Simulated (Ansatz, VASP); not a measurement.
**Two plane-wave programs on Ti**

```
Ti
1.0
    -1.65187    1.65187    1.65187
     1.65187   -1.65187    1.65187
     1.65187    1.65187   -1.65187
Ti
1
Direct
  0.00000 0.00000 0.00000
```

Alike in both runs: task single point; functional PBE0; k mesh 8 × 8 × 8; occupations fermi-dirac, width 0.05 eV; no spin polarisation.

|  | VASP | Ansatz |
| --- | --- | --- |
| version | VASP 6.6.1 | Ansatz 0.2.0 |
| potentials or method | VASP PAW PBE potentials, release 64 (Ti_sv) | Ansatz PAW |
| plane-wave cutoff (eV) | 520 | 420 |
| valence electrons in the cell | 12 | 12 |

VASP gave:

| Property | Result |
| --- | --- |
| gap on the k mesh at the Fermi level (eV) | none |
| pressure (GPa) | -6.3 |

Problem. Estimate Ansatz's values.

Solution. gap on the k mesh at the Fermi level (eV): none; pressure (GPa): -5.8.

A gap of «none» marks a metal or a gap that the smearing closes.
